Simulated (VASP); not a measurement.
# MgB2 (P6/mmm) in VASP: further runs, part 2 of 2

VASP 6.6.1. The steps go on from the part before.

## 3. Single point, PBE

This run uses another cell than the first one, of 9.62 Å³/atom.

INCAR reads:

```
SYSTEM = MgB2
  PREC = Accurate
  ENCUT = 520
  EDIFF = 1E-6
  ISMEAR = 0
  SIGMA = 0.1
  LREAL = .FALSE.
  LASPH = .TRUE.
  NELM = 80
  ALGO = Normal
  ISIF = 2
  LWAVE = .FALSE.
  LCHARG = .FALSE.
  GGA = PE
  NBANDS = 11
```

KPOINTS reads:

```
Automatic mesh
0
G
  18 18 12
  0 0 0
```

POSCAR reads:

```
MgB2
1.0
    3.0758935131      0.0000000000      0.0000000000
   -1.5379467566      2.6638019217      0.0000000000
    0.0000000000      0.0000000000      3.5224067905
Mg B
1 2
Direct
    0.0000000000      0.0000000000      0.0000000000
    0.3333333333      0.6666666667      0.5000000000
    0.6666666667      0.3333333333      0.5000000000
```

Potentials or basis: VASP PAW PBE potentials, release 64 (Mg, B).

Run with:

```console
cat potpaw_PBE.64/Mg/POTCAR potpaw_PBE.64/B/POTCAR > POTCAR
mpirun -np 1 vasp_std > vasp.out
```

OUTCAR:

```text
SYSTEM = MgB2
   PREC = Accurate
   ENCUT = 520
   EDIFF = 1E-6
   ISMEAR = 0
   LREAL = .FALSE.
   LASPH = .TRUE.
   NELM = 80
   ISIF = 2
   GGA = PE

 ion  position               nearest neighbor table
   1  0.000  0.000  0.000-   2 2.50   3 2.50   2 2.50   3 2.50   3 2.50   3 2.50   2 2.50   2 2.50
                             3 2.50   3 2.50   2 2.50   2 2.50
   2  0.333  0.667  0.500-   3 1.78   3 1.78   3 1.78   1 2.50   1 2.50   1 2.50   1 2.50   1 2.50
                             1 2.50
   3  0.667  0.333  0.500-   2 1.78   2 1.78   2 1.78   1 2.50   1 2.50   1 2.50   1 2.50   1 2.50
                             1 2.50

  LATTYP: Found a hexagonal cell.
 ALAT       =     3.0758935131
 C/A-ratio  =     1.1451653887

  Lattice vectors:

 A1 = (   3.0758935131,   0.0000000000,   0.0000000000)
 A2 = (  -1.5379467566,   2.6638019217,   0.0000000000)
 A3 = (   0.0000000000,   0.0000000000,   3.5224067905)

Analysis of symmetry for initial positions (statically):
=====================================================================
 Subroutine PRICEL returns:
 Original cell was already a primitive cell.

 Routine SETGRP: Setting up the symmetry group for a
 hexagonal supercell.

 Subroutine GETGRP returns: Found 24 space group operations
 (whereof 24 operations were pure point group operations)
 out of a pool of 24 trial point group operations.

The static configuration has the point symmetry D_6h.

Analysis of symmetry for dynamics (positions and initial velocities):
=====================================================================
 Subroutine PRICEL returns:
 Original cell was already a primitive cell.

 Routine SETGRP: Setting up the symmetry group for a
 hexagonal supercell.

 Subroutine GETGRP returns: Found 24 space group operations
 (whereof 24 operations were pure point group operations)
 out of a pool of 24 trial point group operations.

The dynamic configuration has the point symmetry D_6h.

 Subroutine INISYM returns: Found 24 space group operations
 (whereof 24 operations are pure point group operations),
 and found     1 'primitive' translations

----------------------------------------------------------------------------------------

                                     Primitive cell

  volume of cell :      28.8611

  direct lattice vectors                    reciprocal lattice vectors
     3.075893513  0.000000000  0.000000000     0.325108784  0.187701644  0.000000000
    -1.537946757  2.663801922  0.000000000     0.000000000  0.375403288  0.000000000
     0.000000000  0.000000000  3.522406790     0.000000000  0.000000000  0.283896795

  length of vectors
     3.075893513  3.075893513  3.522406790     0.375403288  0.375403288  0.283896795

  position of ions in fractional coordinates (direct lattice)
     0.000000000  0.000000000  0.000000000
     0.333333333  0.666666667  0.500000000
     0.666666667  0.333333333  0.500000000

  ion indices of the primitive-cell ions
   primitive index   ion index
                 1           1
                 2           2
                 3           3

----------------------------------------------------------------------------------------

 KPOINTS: Automatic mesh

Automatic generation of k-mesh.
[... 49 lines left out ...]
   number of dos      NEDOS =    301   number of ions     NIONS =      3
   total plane-waves  NPLWV =  16128
   dimension x,y,z NGX =    24 NGY =   24 NGZ =   28
   dimension x,y,z NGXF=    48 NGYF=   48 NGZF=   56
   ions per type =               1   2
   NGX,Y,Z   is equivalent  to a cutoff of  12.97, 12.97, 13.22 a.u.
   NGXF,Y,Z  is equivalent  to a cutoff of  25.94, 25.94, 26.43 a.u.
 SYSTEM =  MgB2
   PREC   = accura    normal or accurate (medium, high low for compatibility)
   ISTART =      0    job   : 0-new  1-cont  2-samecut
   ICHARG =      2    charge: 1-file 2-atom 10-const
   ISPIN  =      1    spin polarized calculation?
   LNONCOLLINEAR =      F non collinear calculations
   LSORBIT =      F    spin-orbit coupling
   LASPH  =      T    aspherical Exc in radial PAW
   ENCUT  =  520.0 eV  38.22 Ry    6.18 a.u.   5.72  5.72  6.55*2*pi/ulx,y,z
   NELM   =     80;   NELMIN=  2; NELMDL= -5     # of ELM steps
   EDIFF  = 0.1E-05   stopping-criterion for ELM
   LREAL  =      F    real-space projection
   EDIFFG = 0.1E-04   stopping-criterion for IOM
   NSW    =      0    number of steps for IOM
   IBRION =     -1    ionic relax: 0-MD 1-quasi-New 2-CG
   NFREE  =      0    steps in history (QN), initial steepest desc. (CG)
   ISIF   =      2    stress and relaxation
   ISYM   =      2    0-nonsym 1-usesym 2-fastsym
   POTIM  = 0.5000    time-step for ionic-motion
   TEBEG  =    0.0;   TEEND  =   0.0 temperature during run
   PSTRESS=    0.0 pullay stress
   NELECT =       8.0000    total number of electrons
   NUPDOWN=      -1.0000    fix difference up-down
   EMIN   =  10.00;   EMAX   =-10.00  energy-range for DOS
   EFERMI =   0.00;   METHOD = LEGACY
   ISMEAR =     0;   SIGMA  =   0.10  broadening in eV -4-tet -1-fermi 0-gaus
   EFERMI_NEDOS =   21; number of points for ismear=-14 and -15
   IALGO  =     38    algorithm
   IMIX   =      4    mixing-type and parameters
     AMIX     =   0.40;   BMIX     =  1.00
     AMIX_MAG =   1.60;   BMIX_MAG =  1.00
  volume/ion in A,a.u.               =       9.62        64.92
  Fermi-wavevector in a.u.,A,eV,Ry     =   1.067417  2.017125 15.502179  1.139378
  Thomas-Fermi vector in A             =   2.203032
   LORBIT       =      0    0 simple, 1 ext, 2 COOP (PROOUT), +10 PAW based schemes
   GGA     = PE    functional components
   LHFCALC =     F    Hartree Fock is set to
   AEXX    =    0.0000 exact exchange contribution
   IVDW    =     0    specifies the selected vdW correction
   LEPSILON=     F    determine dielectric tensor
   LRPA    =     F    only Hartree local field effects (RPA)
 non-spin polarized calculation
 Gauss-broadening in eV      SIGMA  =   0.10
  energy-cutoff  :      520.00
  volume of cell :       28.86
 maximum number of plane-waves:       792
 NGX is ok and might be reduce to    24
   NGX = 11   NGY = 11   NGZ = 13

 number of electron       8.0000000 magnetization

 Free energy of the ion-electron system (eV)
  ---------------------------------------------------
  ext. energy  EPLUGINS =         0.00000000
  ---------------------------------------------------
  free energy    TOTEN  =       -15.32583822 eV

  energy without entropy =      -15.32277714  energy(sigma->0) =      -15.32430768

 E-fermi :   5.2766     XC(G=0): -10.9346

 val. band max:        5.2655771132   @ k =   0.0556   0.0556   0.0000
 cond. band min:       5.2847033000   @ k =   0.1111   0.0000   0.1667
 fundamental gap:      0.0191261868
 Fermi energy:         5.2766299768

 k-point     1 :       0.0000    0.0000    0.0000
  band No.  band energies     occupation
      1      -7.1500      2.00000
      2       2.3291      2.00000
      3       5.6774      0.00000
      4       5.6774      0.00000
      5       6.9313      0.00000
      6      11.6555      0.00000
      7      11.6555      0.00000
      8      13.4883      0.00000
      9      15.3022      0.00000
     10      18.0576      0.00000
     11      21.4965      0.00000
[... 309 lines left out ...]
 k-point    24 :       0.3889    0.1111    0.0000
  band No.  band energies     occupation
      1      -3.6798      2.00000
      2      -1.7435      2.00000
      3       2.2852      2.00000
      4       5.4204      0.04197
      5       8.6321      0.00000
      6       9.9185      0.00000
      7      10.8084      0.00000
      8      12.8856      0.00000
      9      16.2639      0.00000
     10      18.1394      0.00000
     11      19.3793      0.00000

 [... further k-points ...]

------------------------ aborting loop because EDIFF is reached ----------------------------------------

  FORCE on cell =-STRESS in cart. coord.  units (eV):
  Direction    XX          YY          ZZ          XY          YZ          ZX
  --------------------------------------------------------------------------------------
  -------------------------------------------------------------------------------------
  Total       -0.0351282     -0.0351282     -0.0733382      0.0000000      0.0000000     -0.0000000
  in kB       -1.9500883     -1.9500883     -4.0712540      0.0000000      0.0000000     -0.0000000
  external PRESSURE =      -2.6571436 kB  Pullay stress =       0.0000000 kB

 VOLUME and BASIS-vectors are now :
 -----------------------------------------------------------------------------
  energy-cutoff  :      520.00
  volume of cell :       28.86
      direct lattice vectors                 reciprocal lattice vectors
     3.075893513  0.000000000  0.000000000     0.325108784  0.187701644  0.000000000
    -1.537946757  2.663801922  0.000000000     0.000000000  0.375403288  0.000000000
     0.000000000  0.000000000  3.522406790     0.000000000  0.000000000  0.283896795

 POSITION                                       TOTAL-FORCE (eV/Angst)
 -----------------------------------------------------------------------------------
      0.00000      0.00000      0.00000         0.000000      0.000000      0.000000
     -0.00000      1.77587      1.76120         0.000000      0.000000      0.000000
      1.53795      0.88793      1.76120        -0.000000     -0.000000     -0.000000
 -----------------------------------------------------------------------------------
    total drift:                                0.000000     -0.000000      0.000000

  FREE ENERGIE OF THE ION-ELECTRON SYSTEM (eV)
  ---------------------------------------------------
  free  energy   TOTEN  =       -15.3258382170 eV

  energy  without entropy=      -15.3227771364  energy(sigma->0) =      -15.32430768
```

stdout:

```text
POSCAR found type information on POSCAR MgB
 POSCAR found :  2 types and       3 ions
 scaLAPACK will be used
 LDA part: xc-table for (Slater+PW92), standard interpolation
 POSCAR, INCAR and KPOINTS ok, starting setup
 FFT: planning ... GRIDC
 FFT: planning ... GRID_SOFT
 FFT: planning ... GRID
 WAVECAR not read
 entering main loop
```

Run time: 65 s. Hardware: 1 thread of Intel Xeon 8259CL, shared host; peak memory 0.21 GiB.

Results:

```yaml
Free_energy: -15.3258 eV
Pressure: -0.3 GPa
Band_gap_on_the_k_mesh: zero (bands 4 and 5 overlap by 3.80 eV)
```

Stress tensor (GPa, compression positive):
```
-0.20  0.00  0.00
 0.00 -0.20  0.00
 0.00  0.00 -0.41
```

## 4. Relaxation of cell and atoms, PBE

This run uses another cell than the first one, of 9.68 Å³/atom.

INCAR reads:

```
PREC     = Accurate       # precision mode
ENCUT    = 600            # plane-wave cutoff, eV
EDIFF    = 1E-6           # SCF threshold, eV
ISMEAR   = 0              # smearing method
SIGMA    = 0.1            # smearing width, eV
LREAL    = False          # projectors in reciprocal space
LASPH    = True           # aspherical terms in the spheres
NELM     = 80             # most SCF steps
ALGO     = Normal         # electronic algorithm
ISIF     = 3              # what is computed and relaxed
LWAVE    = False          # write WAVECAR
LCHARG   = False          # write CHGCAR
GGA      = PE             # functional
IBRION   = 2              # ionic algorithm
NSW      = 100            # ionic steps
EDIFFG   = -0.005         # ionic threshold
```

KPOINTS reads:

```
regular mesh
0
Gamma
  18 18 12
```

POSCAR reads:

```
MgB2
1.0
    3.0850000000      0.0000000000      0.0000000000
   -1.5425000000      2.6716883707      0.0000000000
    0.0000000000      0.0000000000      3.5230000000
Mg B
1 2
Direct
    0.0000000000      0.0000000000      0.0000000000
    0.3333333333      0.6666666667      0.5000000000
    0.6666666667      0.3333333333      0.5000000000
```

Run with:

```console
cat potpaw_PBE.64/Mg/POTCAR potpaw_PBE.64/B/POTCAR > POTCAR
mpirun -np 1 vasp_std > vasp.out
```

It took 2.9 min on 1 thread of Intel Xeon 8259CL, shared host; peak memory 0.24 GiB.

The run converged. Its results:

```yaml
Free_energy: -15.3279 eV
Relaxed_volume: 9.60 Å³/atom
Relaxed_cell: a = 3.075 Å, b = 3.075 Å, c = 3.519 Å, α = 90.00°, β = 90.00°, γ = 120.00°
Space_group_after_relaxing_to_0.1_Å: P6/mmm (No. 191)
Energy_gained_by_relaxing: 0.4 meV/atom
Ionic_steps: 3
Pressure_after_relaxing: 0.0 GPa
Band_gap_on_the_k_mesh: zero (bands 4 and 5 overlap by 3.81 eV)
```

Stress tensor (GPa, compression positive):
```
 0.02  0.00  0.00
 0.00  0.02  0.00
 0.00  0.00 -0.08
```

The path:
| step | energy change (eV) | largest force (eV/Å) | pressure (GPa) | volume (Å³) |
| --- | --- | --- | --- | --- |
| 1 | 0.0000 | 0.0000 | -1.31 | 29.04 |
| 2 | -0.0009 | 0.0000 | 0.57 | 28.71 |
| 3 | -0.0011 | 0.0000 | -0.01 | 28.81 |

Final structure:
```xyz
3
Lattice="3.0747 0.0000 0.0000 -1.5373 2.6627 0.0000 0.0000 0.0000 3.5186" Properties=species:S:1:pos:R:3 pbc="T T T"
Mg    0.0000    0.0000    0.0000
B     0.0000    1.7752    1.7593
B     1.5373    0.8876    1.7593
```

Levels at points of the mesh, in eV from the Fermi level:
```
           k point  band 2  band 3  band 4  band 5  band 6  band 7
(0.00, 0.00, 0.00)   -2.94    0.40    0.40    1.67    6.38    6.38
(0.50, 0.00, 0.00)   -7.83   -2.15    0.23    3.11    3.93    5.37
(0.00, 0.00, 0.50)   -7.43    0.77    0.77    6.70    6.70    8.04
(0.50, 0.00, 0.50)   -6.92   -3.55   -1.86   -1.26    5.79    8.87
```

## 5. Overview

| task | cell | cutoff (eV) | gap on the mesh (eV) | pressure (GPa) |
| --- | --- | --- | --- | --- |
| relaxation of shape and atoms at fixed volume | relaxed from a = 3.045, b = 3.045, c = 3.487 Å, angles 90.0, 90.0, 120.0°, 3 atoms | 600 | none | 4.4 |
| single point | a = 3.076, b = 3.076, c = 3.522 Å, angles 90.0, 90.0, 120.0°, 3 atoms | 520 | none | -0.3 |
| relaxation of cell and atoms | relaxed from a = 3.085, b = 3.085, c = 3.523 Å, angles 90.0, 90.0, 120.0°, 3 atoms | 600 | none | 0.0 |

Alike in all rows: level PBE; potentials or basis VASP PAW PBE potentials, release 64 (Mg, B); no spin polarisation; k mesh 18 × 18 × 12; smearing gaussian 0.1 eV.

Total energies depend on the potentials used, so only differences within one code and one set of settings carry meaning.
